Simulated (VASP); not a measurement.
Input of a VASP 6.6.1 run:

File INCAR:

```
PREC = Accurate ; ENCUT = 520
EDIFF = 1E-7 ; ISMEAR = -1
SIGMA = 0.1 ; LREAL = F
LASPH = T ; NELM = 60
ALGO = Normal ; ISIF = 2
LWAVE = F ; LCHARG = T
GGA = PS ; LELF = T
LVHAR = T ; NBANDS = 18
```

Contents of KPOINTS:

```
Automatic mesh
0
Gamma
  14 14 14
```

POSCAR

```
La
1.0
    0.0000000000      3.2839129814      3.2839129814
    3.2839129814      0.0000000000      3.2839129814
    3.2839129814      3.2839129814      0.0000000000
La
2
Direct
    0.1250000000      0.1250000000      0.1250000000
    0.8750000000      0.8750000000      0.8750000000
```

Potentials or basis: VASP PAW PBE potentials, release 64 (La).

The run is started by

```sh
$ cat potpaw_PBE.64/La/POTCAR > POTCAR
$ mpirun -np 1 vasp_std > vasp.out
```

Question: Predict the pressure.

Answer: 0.0 GPa.

Question: What does it give for the band gap on the k mesh?

Answer: Zero (band 11 reaches 7.90 eV, above the bottom of band 12 at 7.59 eV).

Caveat: the PAW data sets were made with another functional, which shifts forces and pressure a little; spin-orbit coupling is left out, which moves the levels of the heavy elements.
